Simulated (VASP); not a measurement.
# HgTe in VASP: further runs

HgTe is run at these levels: r2SCAN, HSE06; tasks: single point.

Everything below comes from runs of VASP 6.6.1. Logs are shortened: lines on timing, memory, paths and dates and some standing lists are left out, and cuts for length are marked.

## (1) The cell of the first run

Symmetry: Imm2, No. 44, orthorhombic system. Conventional cell: a = 4.640 Å, b = 4.663 Å, c = 6.578 Å, α = 90.00°, β = 90.00°, γ = 90.00°. Hg (site symmetry mm2) has 4 Te at 2.85 Å within 3.8 Å. Within 3.8 Å of Te (site symmetry mm2) lie 4 Hg at 2.85 Å.

## (2) Single point, r2SCAN (shear xy strain +0.5%)

Input file POSCAR:

```
HgTe
1.0
    0.0082228947      3.2891578888      3.2891578888
    3.2891578888      0.0082228947      3.2891578888
    3.2973807835      3.2973807835      0.0000000000
Hg Te
1 1
Direct
    0.0005278108      0.0005278108     -0.0005278108
    0.2494721892      0.2494721892      0.2505278108
```

Input file INCAR.step1:

```
SYSTEM = HgTe
PREC = Accurate
ENCUT = 520
ISMEAR = -1
SIGMA = 0.02
LREAL = .False.
LASPH = .True.
NELM = 100
NBANDS = 16
GGA = PE
ALGO = Normal
EDIFF = 1E-4
LWAVE = .True.
LCHARG = .False.
```

Input file INCAR.step2:

```
SYSTEM = HgTe
PREC = Accurate
ENCUT = 520
EDIFF = 1E-6
ISMEAR = -1
SIGMA = 0.02
LREAL = .False.
LASPH = .True.
NELM = 100
ALGO = Normal
ISIF = 2
LWAVE = .False.
LCHARG = .True.
METAGGA = R2SCAN
LMIXTAU = .True.
LELF = .True.
LVHAR = .True.
NBANDS = 16
ISTART = 1
```

Input file KPOINTS:

```
Automatic mesh
0
Gamma
  6 6 6
  0 0 0
```

Potentials or basis: VASP PAW PBE potentials, release 64 (Hg, Te).

On the command line:

```
cat potpaw_PBE.64/Hg/POTCAR potpaw_PBE.64/Te/POTCAR > POTCAR
cp INCAR.step1 INCAR
mpirun -np 1 vasp_std > vasp.out
cp INCAR.step2 INCAR
mpirun -np 1 vasp_std > vasp.out
```

OUTCAR:

```text
SYSTEM = HgTe
   PREC = Accurate
   ENCUT = 520
   EDIFF = 1E-6
   ISMEAR = -1
   LREAL = .False.
   LASPH = .True.
   NELM = 100
   ISIF = 2
   METAGGA = R2SCAN
   ISTART = 1

 ion  position               nearest neighbor table
   1  0.001  0.001  0.999-   2 2.85   2 2.85   2 2.85   2 2.85
   2  0.249  0.249  0.251-   1 2.85   1 2.85   1 2.85   1 2.85

  LATTYP: Found a body centered orthorhombic cell.
 ALAT       =     4.6399427659
 B/A-ratio  =     1.0050125313
 C/A-ratio  =     1.4177579573

  Lattice vectors:

 A1 = (   3.2891578888,   0.0082228947,  -3.2891578888)
 A2 = (  -3.2891578888,  -0.0082228947,  -3.2891578888)
 A3 = (   0.0082228947,   3.2891578888,   3.2891578888)

Analysis of symmetry for initial positions (statically):
=====================================================================
 Subroutine PRICEL returns:
 Original cell was already a primitive cell.

 Routine SETGRP: Setting up the symmetry group for a
 body centered orthorhombic supercell.

 Subroutine GETGRP returns: Found  4 space group operations
 (whereof  4 operations were pure point group operations)
 out of a pool of  8 trial point group operations.

The static configuration has the point symmetry C_2v.

Analysis of symmetry for dynamics (positions and initial velocities):
=====================================================================
 Subroutine PRICEL returns:
 Original cell was already a primitive cell.

 Routine SETGRP: Setting up the symmetry group for a
 body centered orthorhombic supercell.

 Subroutine GETGRP returns: Found  4 space group operations
 (whereof  4 operations were pure point group operations)
 out of a pool of  8 trial point group operations.

The dynamic configuration has the point symmetry C_2v.

 Subroutine INISYM returns: Found  4 space group operations
 (whereof  4 operations are pure point group operations),
 and found     1 'primitive' translations

----------------------------------------------------------------------------------------

                                     Primitive cell

  volume of cell :      71.1675

  direct lattice vectors                    reciprocal lattice vectors
     0.008222895  3.289157889  3.289157889    -0.152395583  0.152395583  0.152014594
     3.289157889  0.008222895  3.289157889     0.152395583 -0.152395583  0.152014594
     3.297380783  3.297380783  0.000000000     0.151635505  0.151635505 -0.152014594

  length of vectors
     4.651578963  4.651578963  4.663200624     0.263737111  0.263737111  0.262859448

  position of ions in fractional coordinates (direct lattice)
     0.000527811  0.000527811  0.999472189
     0.249472189  0.249472189  0.250527811

  ion indices of the primitive-cell ions
   primitive index   ion index
                 1           1
                 2           2

----------------------------------------------------------------------------------------

 KPOINTS: Automatic mesh

Automatic generation of k-mesh.
 Grid dimensions read from file:
 generate k-points for:    6    6    6

 Generating k-lattice:

  Cartesian coordinates                     Fractional coordinates (reciprocal lattice)
    -0.025399264  0.025399264  0.025335766     0.166666667  0.000000000  0.000000000
     0.025399264 -0.025399264  0.025335766     0.000000000  0.166666667  0.000000000
     0.025272584  0.025272584 -0.025335766     0.000000000  0.000000000  0.166666667

  Length of vectors
     0.043956185  0.043956185  0.043809908

  Shift w.r.t. Gamma in fractional coordinates (k-lattice)
     0.000000000  0.000000000  0.000000000

 Subroutine IBZKPT returns following result:
 ===========================================

 Found     46 irreducible k-points:

 Following reciprocal coordinates:
            Coordinates               Weight
  0.000000  0.000000  0.000000      1.000000
  0.166667  0.000000  0.000000      4.000000
  0.333333  0.000000  0.000000      4.000000
  0.500000  0.000000  0.000000      2.000000
  0.166667  0.166667  0.000000      2.000000
  0.333333  0.166667  0.000000      4.000000
[... 16 lines left out ...]
 -0.166667  0.333333  0.166667      4.000000
  0.500000  0.500000  0.166667      4.000000
 [... further k-points ...]
   k-points           NKPTS =     46   k-points in BZ     NKDIM =     46   number of bands    NBANDS=     16
   number of dos      NEDOS =    301   number of ions     NIONS =      2
   total plane-waves  NPLWV =  46656
   dimension x,y,z NGX =    36 NGY =   36 NGZ =   36
   dimension x,y,z NGXF=    72 NGYF=   72 NGZF=   72
   ions per type =               1   1
   NGX,Y,Z   is equivalent  to a cutoff of  12.87, 12.87, 12.83 a.u.
   NGXF,Y,Z  is equivalent  to a cutoff of  25.73, 25.73, 25.67 a.u.
 SYSTEM =  HgTe
   PREC   = accura    normal or accurate (medium, high low for compatibility)
   ISTART =      1    job   : 0-new  1-cont  2-samecut
   ICHARG =      0    charge: 1-file 2-atom 10-const
   ISPIN  =      1    spin polarized calculation?
   LNONCOLLINEAR =      F non collinear calculations
   LSORBIT =      F    spin-orbit coupling
   LASPH  =      T    aspherical Exc in radial PAW
   ENCUT  =  520.0 eV  38.22 Ry    6.18 a.u.   8.65  8.65  8.67*2*pi/ulx,y,z
   NELM   =    100;   NELMIN=  2; NELMDL=  0     # of ELM steps
   EDIFF  = 0.1E-05   stopping-criterion for ELM
   LREAL  =      F    real-space projection
   EDIFFG = 0.1E-04   stopping-criterion for IOM
   NSW    =      0    number of steps for IOM
   IBRION =     -1    ionic relax: 0-MD 1-quasi-New 2-CG
   NFREE  =      0    steps in history (QN), initial steepest desc. (CG)
   ISIF   =      2    stress and relaxation
   ISYM   =      2    0-nonsym 1-usesym 2-fastsym
   POTIM  = 0.5000    time-step for ionic-motion
   TEBEG  =    0.0;   TEEND  =   0.0 temperature during run
   PSTRESS=    0.0 pullay stress
   NELECT =      18.0000    total number of electrons
   NUPDOWN=      -1.0000    fix difference up-down
   EMIN   =  10.00;   EMAX   =-10.00  energy-range for DOS
   EFERMI =   0.00;   METHOD = LEGACY
   ISMEAR =    -1;   SIGMA  =   0.02  broadening in eV -4-tet -1-fermi 0-gaus
   EFERMI_NEDOS =   21; number of points for ismear=-14 and -15
   IALGO  =     38    algorithm
   IMIX   =      4    mixing-type and parameters
     AMIX     =   0.40;   BMIX     =  1.00
     AMIX_MAG =   1.60;   BMIX_MAG =  1.00
  volume/ion in A,a.u.               =      35.58       240.13
  Fermi-wavevector in a.u.,A,eV,Ry     =   1.035313  1.956459 14.583730  1.071874
  Thomas-Fermi vector in A             =   2.169651
   LORBIT       =      0    0 simple, 1 ext, 2 COOP (PROOUT), +10 PAW based schemes
   METAGGA = R2SCAN    functional components
   LHFCALC =     F    Hartree Fock is set to
   AEXX    =    0.0000 exact exchange contribution
   IVDW    =     0    specifies the selected vdW correction
   LEPSILON=     F    determine dielectric tensor
   LRPA    =     F    only Hartree local field effects (RPA)
 non-spin polarized calculation
  energy-cutoff  :      520.00
  volume of cell :       71.17
 maximum number of plane-waves:      1938
 NGX is ok and might be reduce to    36
   NGX = 17   NGY = 17   NGZ = 17

 number of electron      18.0000001 magnetization

 Free energy of the ion-electron system (eV)
  ---------------------------------------------------
  ext. energy  EPLUGINS =         0.00000000
  ---------------------------------------------------
  free energy    TOTEN  =       -75.15405617 eV

  energy without entropy =      -75.15371315  energy(sigma->0) =      -75.15388466

 E-fermi :   2.3375     XC(G=0):  -9.0639

 val. band max:        2.3333544764   @ k =   0.0000   0.0000   0.0000
 cond. band min:       3.2441342664   @ k =   0.5000   0.0000   0.0000
 fundamental gap:      0.9107797900
 Fermi energy:         2.3374920353

 k-point     1 :       0.0000    0.0000    0.0000
  band No.  band energies     occupation
      1      -9.7038      2.00000
      2      -5.0216      2.00000
      3      -5.0201      2.00000
      4      -5.0186      2.00000
      5      -4.5129      2.00000
      6      -4.5128      2.00000
[... 8 lines left out ...]
     15      12.2901      0.00000
     16      12.2910      0.00000

 k-point     2 :       0.1667    0.0000    0.0000
  band No.  band energies     occupation
      1      -9.5781      2.00000
      2      -4.9872      2.00000
      3      -4.9858      2.00000
      4      -4.9550      2.00000
      5      -4.5151      2.00000
      6      -4.5147      2.00000
[... 8 lines left out ...]
     15      11.3132      0.00000
     16      11.3336      0.00000

 k-point     3 :       0.3333    0.0000    0.0000
  band No.  band energies     occupation
      1      -9.3095      2.00000
      2      -4.9266      2.00000
      3      -4.9263      2.00000
      4      -4.6595      2.00000
      5      -4.5071      2.00000
      6      -4.5057      2.00000
[... 8 lines left out ...]
     15      11.6171      0.00000
     16      11.6615      0.00000

 k-point     4 :       0.5000    0.0000    0.0000
  band No.  band energies     occupation
      1      -9.1662      2.00000
      2      -4.9026      2.00000
      3      -4.9022      2.00000
      4      -4.4946      2.00000
      5      -4.4928      2.00000
      6      -4.2226      2.00000
[... 8 lines left out ...]
     15      12.8128      0.00000
     16      12.8717      0.00000
[... 324 lines left out ...]
 k-point    22 :      -0.3333    0.3333    0.1667
  band No.  band energies     occupation
      1      -9.0287      2.00000
      2      -4.8295      2.00000
      3      -4.8011      2.00000
      4      -4.5569      2.00000
      5      -4.5182      2.00000
      6      -4.0693      2.00000
[... 8 lines left out ...]
     15      13.1091      0.00000
     16      13.7382      0.00000

 k-point    23 :      -0.1667    0.3333    0.1667
  band No.  band energies     occupation
      1      -9.1249      2.00000
      2      -4.8527      2.00000
      3      -4.8303      2.00000
      4      -4.6434      2.00000
      5      -4.4894      2.00000
      6      -4.3584      2.00000
[... 8 lines left out ...]
     15      13.0116      0.00000
     16      13.8301      0.00000

 k-point    24 :       0.5000    0.5000    0.1667
  band No.  band energies     occupation
      1      -9.0304      2.00000
      2      -4.8238      2.00000
      3      -4.7514      2.00000
      4      -4.6759      2.00000
      5      -4.4713      2.00000
      6      -4.1835      2.00000
[... 8 lines left out ...]
     15      13.1861      0.00000
     16      14.0282      0.00000

 [... further k-points ...]

------------------------ aborting loop because EDIFF is reached ----------------------------------------

  FORCE on cell =-STRESS in cart. coord.  units (eV):
  Direction    XX          YY          ZZ          XY          YZ          ZX
  --------------------------------------------------------------------------------------
  -------------------------------------------------------------------------------------
  Total        0.0077347      0.0077347      0.0080596     -0.0424011      0.0000000      0.0000000
  in kB        0.1741299      0.1741299      0.1814436     -0.9545667      0.0000000      0.0000000
  external PRESSURE =       0.1765678 kB  Pullay stress =       0.0000000 kB

 VOLUME and BASIS-vectors are now :
 -----------------------------------------------------------------------------
  energy-cutoff  :      520.00
  volume of cell :       71.17
      direct lattice vectors                 reciprocal lattice vectors
     0.008222895  3.289157889  3.289157889    -0.152395583  0.152395583  0.152014594
     3.289157889  0.008222895  3.289157889     0.152395583 -0.152395583  0.152014594
     3.297380783  3.297380783  0.000000000     0.151635505  0.151635505 -0.152014594

 POSITION                                       TOTAL-FORCE (eV/Angst)
 -----------------------------------------------------------------------------------
      3.29738      3.29738      0.00347         0.000000      0.000000      0.001182
      1.64869      1.64869      1.64111        -0.000000     -0.000000     -0.001182
 -----------------------------------------------------------------------------------
    total drift:                                0.000000      0.000000     -0.000491

  FREE ENERGIE OF THE ION-ELECTRON SYSTEM (eV)
  ---------------------------------------------------
  free  energy   TOTEN  =       -75.1540561680 eV

  energy  without entropy=      -75.1537131476  energy(sigma->0) =      -75.15388466
```

Wall time 3.2 min (1 thread of Intel Xeon Platinum 8488C (Sapphire Rapids), shared host); peak memory 0.24 GiB.

Results:

| Property | Result |
| --- | --- |
| Free energy | -75.1541 eV |
| Pressure | 0.0 GPa |
| Band gap on the k mesh | 0.01 eV |

Caveat: the cell differs from its parent crystal (shear xy strain +0.5%); the smearing spreads over this small gap; the PAW data sets were made with another functional, which shifts forces and pressure a little; spin-orbit coupling is left out, which moves the levels of the heavy elements.

(Continued in part 2 of 2.)

The gap in the log of VASP goes by the Fermi energy; the results here count the filled bands.